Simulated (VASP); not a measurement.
# MgBeI4 (P4_2/mmc) in VASP: notebook

The runs below take MgBeI4 through single point, with PBE.

All numbers are computed with VASP 6.6.1; they aren't measurements. Logs are shortened: lines on timing, memory, paths and dates and some standing lists are left out, and cuts for length are marked.

## (1) The cell of the first run

Symmetry: P4_2/mmc, No. 131, tetragonal system. The conventional cell has a = 4.066 Å, b = 4.066 Å, c = 28.026 Å, α = 90.00°, β = 90.00°, γ = 90.00°. Within 3.7 Å of Mg (site symmetry mmm) lie 4 I at 2.81 Å. Within 3.3 Å of Be (site symmetry -4m2) lie 4 I at 2.48 Å. Within 3.3 Å of I (site symmetry 2mm) lie 2 Be at 2.48 Å. I (site symmetry 2mm) has 2 Mg at 2.81 Å within 3.7 Å.

## (2) Single point, PBE

Input file INCAR:

```
PREC = Accurate
ENCUT = 520
EDIFF = 1E-7
ISMEAR = 0
SIGMA = 0.1
LREAL = F
LASPH = T
NELM = 80
ALGO = Normal
ISIF = 2
LWAVE = F
LCHARG = T
GGA = PE
LELF = T
LVHAR = T
NBANDS = 44
```

Input file KPOINTS:

```
regular mesh
0
Gamma
  4 4 2
```

Input file POSCAR:

```
MgBeI4
1.0
    4.0663164463      0.0000000000      0.0000000000
    0.0000000000      4.0663164463      0.0000000000
    0.0000000000      0.0000000000     28.0256079057
Mg Be I
2 2 8
Direct
    0.5000000000      0.5000000000      0.0000000000
    0.5000000000      0.5000000000      0.5000000000
    0.0000000000      0.0000000000      0.7500000000
    0.0000000000      0.0000000000      0.2500000000
    0.5000000000      0.0000000000      0.1996242580
    0.5000000000      0.0000000000      0.5693601000
    0.0000000000      0.5000000000      0.9306399000
    0.0000000000      0.5000000000      0.3003757420
    0.5000000000      0.0000000000      0.8003757420
    0.5000000000      0.0000000000      0.4306399000
    0.0000000000      0.5000000000      0.0693601000
    0.0000000000      0.5000000000      0.6996242580
```

Potentials or basis: VASP PAW PBE potentials, release 64 (Mg, Be, I).

The run is started by

```
> cat potpaw_PBE.64/Mg/POTCAR potpaw_PBE.64/Be/POTCAR potpaw_PBE.64/I/POTCAR > POTCAR
> mpirun -np 1 vasp_std > vasp.out
```

OUTCAR:

```text
PREC = Accurate
   ENCUT = 520
   EDIFF = 1E-7
   ISMEAR = 0
   LREAL = F
   LASPH = T
   NELM = 80
   ISIF = 2
   GGA = PE

 ion  position               nearest neighbor table
   1  0.500  0.500  0.000-   7 2.81  11 2.81   7 2.81  11 2.81
   2  0.500  0.500  0.500-   6 2.81  10 2.81   6 2.81  10 2.81
   3  0.000  0.000  0.750-   9 2.48  12 2.48  12 2.48   9 2.48
   4  0.000  0.000  0.250-   5 2.48   8 2.48   8 2.48   5 2.48
   5  0.500  0.000  0.200-   4 2.48   4 2.48
   6  0.500  0.000  0.569-   2 2.81   2 2.81
   7  0.000  0.500  0.931-   1 2.81   1 2.81
   8  0.000  0.500  0.300-   4 2.48   4 2.48
   9  0.500  0.000  0.800-   3 2.48   3 2.48
  10  0.500  0.000  0.431-   2 2.81   2 2.81
  11  0.000  0.500  0.069-   1 2.81   1 2.81
  12  0.000  0.500  0.700-   3 2.48   3 2.48

  LATTYP: Found a simple tetragonal cell.
 ALAT       =     4.0663164463
 C/A-ratio  =     6.8921364768

  Lattice vectors:

 A1 = (   4.0663164463,   0.0000000000,   0.0000000000)
 A2 = (   0.0000000000,   4.0663164463,   0.0000000000)
 A3 = (   0.0000000000,   0.0000000000,  28.0256079057)

Analysis of symmetry for initial positions (statically):
=====================================================================
 Subroutine PRICEL returns:
 Original cell was already a primitive cell.

 Routine SETGRP: Setting up the symmetry group for a
 simple tetragonal supercell.

 Subroutine GETGRP returns: Found 16 space group operations
 (whereof  8 operations were pure point group operations)
 out of a pool of 16 trial point group operations.

The static configuration has the point symmetry D_2h.
 The point group associated with its full space group is D_4h.

Analysis of symmetry for dynamics (positions and initial velocities):
=====================================================================
 Subroutine PRICEL returns:
 Original cell was already a primitive cell.

 Routine SETGRP: Setting up the symmetry group for a
 simple tetragonal supercell.

 Subroutine GETGRP returns: Found 16 space group operations
 (whereof  8 operations were pure point group operations)
 out of a pool of 16 trial point group operations.

[... 113 lines left out ...]
   NFREE  =      0    steps in history (QN), initial steepest desc. (CG)
   ISIF   =      2    stress and relaxation
   ISYM   =      2    0-nonsym 1-usesym 2-fastsym
   POTIM  = 0.5000    time-step for ionic-motion
   TEBEG  =    0.0;   TEEND  =   0.0 temperature during run
   PSTRESS=    0.0 pullay stress
   NELECT =      64.0000    total number of electrons
   NUPDOWN=      -1.0000    fix difference up-down
   EMIN   =  10.00;   EMAX   =-10.00  energy-range for DOS
   EFERMI =   0.00;   METHOD = LEGACY
   ISMEAR =     0;   SIGMA  =   0.10  broadening in eV -4-tet -1-fermi 0-gaus
   EFERMI_NEDOS =   21; number of points for ismear=-14 and -15
   IALGO  =     38    algorithm
   IMIX   =      4    mixing-type and parameters
     AMIX     =   0.40;   BMIX     =  1.00
     AMIX_MAG =   1.60;   BMIX_MAG =  1.00
  volume/ion in A,a.u.               =      38.62       260.60
  Fermi-wavevector in a.u.,A,eV,Ry     =   0.846218  1.599121  9.742931  0.716085
  Thomas-Fermi vector in A             =   1.961531
   LORBIT       =      0    0 simple, 1 ext, 2 COOP (PROOUT), +10 PAW based schemes
   GGA     = PE    functional components
   LHFCALC =     F    Hartree Fock is set to
   AEXX    =    0.0000 exact exchange contribution
   IVDW    =     0    specifies the selected vdW correction
   LEPSILON=     F    determine dielectric tensor
   LRPA    =     F    only Hartree local field effects (RPA)
 non-spin polarized calculation
 Gauss-broadening in eV      SIGMA  =   0.10
  energy-cutoff  :      520.00
  volume of cell :      463.40
 maximum number of plane-waves:     12529
   NGX = 15   NGY = 15   NGZ =105

 number of electron      64.0000006 magnetization

 Free energy of the ion-electron system (eV)
  ---------------------------------------------------
  ext. energy  EPLUGINS =         0.00000000
  ---------------------------------------------------
  free energy    TOTEN  =       -30.53415545 eV

  energy without entropy =      -30.53415545  energy(sigma->0) =      -30.53415545

 E-fermi :   2.0346     XC(G=0):  -7.4731

 val. band max:        1.5441956006   @ k =   0.5000   0.0000   0.0000
 cond. band min:       3.6338522302   @ k =   0.5000   0.5000   0.0000
 fundamental gap:      2.0896566296
 Fermi energy:         2.0346069908

 k-point     1 :       0.0000    0.0000    0.0000
  band No.  band energies     occupation
      1     -10.8866      2.00000
      2     -10.8841      2.00000
      3     -10.5606      2.00000
      4     -10.5476      2.00000
      5     -10.2532      2.00000
      6     -10.2134      2.00000
[... 553 lines left out ...]
     43       6.5697      0.00000
     44       6.5697      0.00000

------------------------ aborting loop because EDIFF is reached ----------------------------------------

  FORCE on cell =-STRESS in cart. coord.  units (eV):
  Direction    XX          YY          ZZ          XY          YZ          ZX
  --------------------------------------------------------------------------------------
  -------------------------------------------------------------------------------------
  Total        0.0686552      0.0686552      0.6926804     -0.0000000      0.0000000      0.0000000
  in kB        0.2373704      0.2373704      2.3948930     -0.0000000      0.0000000      0.0000000
  external PRESSURE =       0.9565446 kB  Pullay stress =       0.0000000 kB

 VOLUME and BASIS-vectors are now :
 -----------------------------------------------------------------------------
  energy-cutoff  :      520.00
  volume of cell :      463.40
      direct lattice vectors                 reciprocal lattice vectors
     4.066316446  0.000000000  0.000000000     0.245922818  0.000000000  0.000000000
     0.000000000  4.066316446  0.000000000     0.000000000  0.245922818  0.000000000
     0.000000000  0.000000000 28.025607906     0.000000000  0.000000000  0.035681652

 POSITION                                       TOTAL-FORCE (eV/Angst)
 -----------------------------------------------------------------------------------
      2.03316      2.03316      0.00000         0.000000      0.000000      0.000000
      2.03316      2.03316     14.01280         0.000000      0.000000      0.000000
      0.00000      0.00000     21.01921         0.000000     -0.000000     -0.000000
      0.00000      0.00000      7.00640        -0.000000      0.000000     -0.000000
      2.03316      0.00000      5.59459         0.000000      0.000000     -0.008950
      2.03316      0.00000     15.95666         0.000000      0.000000     -0.008554
      0.00000      2.03316     26.08175        -0.000000      0.000000      0.008554
      0.00000      2.03316      8.41821        -0.000000      0.000000      0.008950
      2.03316      0.00000     22.43102         0.000000     -0.000000      0.008950
      2.03316      0.00000     12.06894         0.000000      0.000000      0.008554
      0.00000      2.03316      1.94386         0.000000      0.000000     -0.008554
      0.00000      2.03316     19.60740         0.000000      0.000000     -0.008950
 -----------------------------------------------------------------------------------
    total drift:                                0.000000     -0.000000      0.000000

  FREE ENERGIE OF THE ION-ELECTRON SYSTEM (eV)
  ---------------------------------------------------
  free  energy   TOTEN  =       -30.5341554525 eV

  energy  without entropy=      -30.5341554525  energy(sigma->0) =      -30.53415545
```

OSZICAR:

```text
N       E                     dE             d eps       ncg     rms          rms(c)
DAV:   1     0.360566473227E+03    0.36057E+03   -0.22601E+04  1056   0.114E+03
DAV:   2     0.678469628777E+01   -0.35378E+03   -0.33790E+03  1424   0.175E+02
DAV:   3    -0.303541816514E+02   -0.37139E+02   -0.36924E+02  1284   0.651E+01
[... 11 lines left out ...]
DAV:  15    -0.305341571841E+02    0.11980E-04   -0.60444E-05  1408   0.390E-02    0.314E-02
DAV:  16    -0.305341583138E+02   -0.11297E-05   -0.32427E-05  1320   0.171E-02    0.432E-02
DAV:  17    -0.305341566726E+02    0.16413E-05   -0.33965E-06  1304   0.667E-03    0.261E-02
DAV:  18    -0.305341555473E+02    0.11253E-05   -0.14063E-06  1312   0.406E-03    0.462E-03
DAV:  19    -0.305341554525E+02    0.94715E-07   -0.14564E-07   832   0.135E-03
   1 F= -.30534155E+02 E0= -.30534155E+02  d E =-.253186E-12
```

stdout:

```text
POSCAR found type information on POSCAR MgBeI
 POSCAR found :  3 types and      12 ions
 scaLAPACK will be used
 LDA part: xc-table for (Slater+PW92), standard interpolation
 POSCAR, INCAR and KPOINTS ok, starting setup
 FFT: planning ... GRIDC
 FFT: planning ... GRID_SOFT
 FFT: planning ... GRID
 WAVECAR not read
 entering main loop
```

Run time: 4.1 min. Hardware: 1 thread of Intel Xeon 6975P-C (Granite Rapids), shared host; peak memory 0.54 GiB.

Results:

```
Free energy            : -30.5342 eV
Pressure               : 0.1 GPa
Largest force          : 0.009 eV/Å
Band gap on the k mesh : 2.09 eV (least direct gap 2.27 eV)
```

Forces on the atoms (eV/Å):
```
Mg   0.000  0.000  0.000
Mg   0.000  0.000  0.000
Be   0.000  0.000  0.000
Be   0.000  0.000  0.000
I    0.000  0.000 -0.009
I    0.000  0.000 -0.009
I    0.000  0.000  0.009
I    0.000  0.000  0.009
I    0.000  0.000  0.009
I    0.000  0.000  0.009
I    0.000  0.000 -0.009
I    0.000  0.000 -0.009
```

Levels at points of the mesh, in eV from the valence-band top:
```tsv
k point	band 28	band 29	band 30	band 31	band 32	band 33	band 34	band 35	band 36	band 37
(0.00, 0.00, 0.00)	-0.35	-0.18	-0.18	-0.15	-0.15	2.14	2.24	3.12	3.12	3.47
(0.50, 0.00, 0.00)	-0.64	-0.29	-0.09	-0.09	0.00	2.27	2.86	3.54	3.58	3.90
(0.50, 0.50, 0.00)	-1.77	-1.26	-1.25	-0.77	-0.77	2.09	2.09	3.54	3.57	4.36
(0.00, 0.00, 0.50)	-0.35	-0.17	-0.17	-0.15	-0.15	2.19	2.19	3.12	3.12	3.50
(0.50, 0.00, 0.50)	-0.64	-0.29	-0.09	-0.09	0.00	2.27	2.87	3.52	3.59	3.90
(0.50, 0.50, 0.50)	-1.78	-1.25	-1.25	-0.77	-0.77	2.09	2.09	3.55	3.55	4.41
```

Caveat: spin-orbit coupling is left out, which moves the levels of the heavy elements; this functional lacks dispersion, which binds layers or chains, so the pressure and a relaxed spacing across them are unreliable. A k mesh can miss the band edges.

[end of part 1 of 2]
